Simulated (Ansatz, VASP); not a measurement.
# Pt: VASP beside Ansatz

INCAR

```
SYSTEM = Pt
  PREC = Accurate
  ENCUT = 570
  EDIFF = 1E-6
  ISMEAR = -1
  SIGMA = 0.1
  LREAL = .False.
  LASPH = .True.
  NELM = 120
  ALGO = Normal
  ISIF = 2
  LWAVE = .False.
  LCHARG = .True.
  GGA = B5
  ALDAX = 1.0
  AGGAX = 1.0
  AGGAC = 1.0
  ALDAC = 0.0
  LELF = .True.
  LVHAR = .True.
  NBANDS = 25
  GGA_COMPAT = .False.
```

Contents of KPOINTS:

```
regular mesh
0
Gamma
  14 14 7
  0 0 0
```

The input POSCAR:

```
Pt
1.0
    2.7757126048      0.0000000000      0.0000000000
   -1.3878563024      2.4038376294      0.0000000000
    0.0000000000      0.0000000000      4.8297862655
Pt
2
Direct
    0.3333333333      0.6666666667      0.2500000000
    0.6666666667      0.3333333333      0.7500000000
```

Input for Ansatz:

```yaml
crystal:
  lattice:
    - [2.7757126048, 0.0, 0.0]
    - [-1.3878563024, 2.4038376294, 0.0]
    - [0.0, 0.0, 4.8297862655]
  atoms:
    - { symbol: Pt, position: [0.3333333333, 0.6666666667, 0.25] }
    - { symbol: Pt, position: [0.6666666667, 0.3333333333, 0.75] }
hamiltonian:
  xc: blyp
  pseudopotentials:
    kind: paw
    azcp:
      Pt: "pseudopotentials/Pt.paw.azcp"
basis:
  ecutwfc: 420
  fft_grid_basis: typed
kpoints:
  mp_grid: { grid: [14, 14, 7], shift: [0, 0, 0] }
magnetization:
  spin_polarized: false
scf:
  occupations: { method: fermi_dirac, width: 0.1 }
  lower_state_search: "off"
output:
  stress: true
```

Alike in both runs: task single point; functional BLYP; k mesh 14 × 14 × 7; occupations fermi-dirac, width 0.1 eV; no spin polarisation.

|  | VASP | Ansatz |
| --- | --- | --- |
| version | VASP 6.6.1 | Ansatz 0.2.0 |
| potentials or method | VASP PAW PBE potentials, release 64 (Pt_sv_GW), cutoff 570 eV | plane waves (420 eV) with PAW, scalar-relativistic |
| valence electrons in the cell | 36 | 36 |

Ansatz gave:

| Quantity | Value |
| --- | --- |
| pressure (GPa) | 8.8 |
| traceless stress, the component that is largest in VASP (GPa) | -1.10 |

Question: What did VASP give for the same quantities?

Answer: Pressure (GPa): 8.5; traceless stress, the component that is largest in VASP (GPa): -1.26.

VASP's potentials were made for PBE, not for BLYP.

Neither program's run includes spin-orbit coupling.
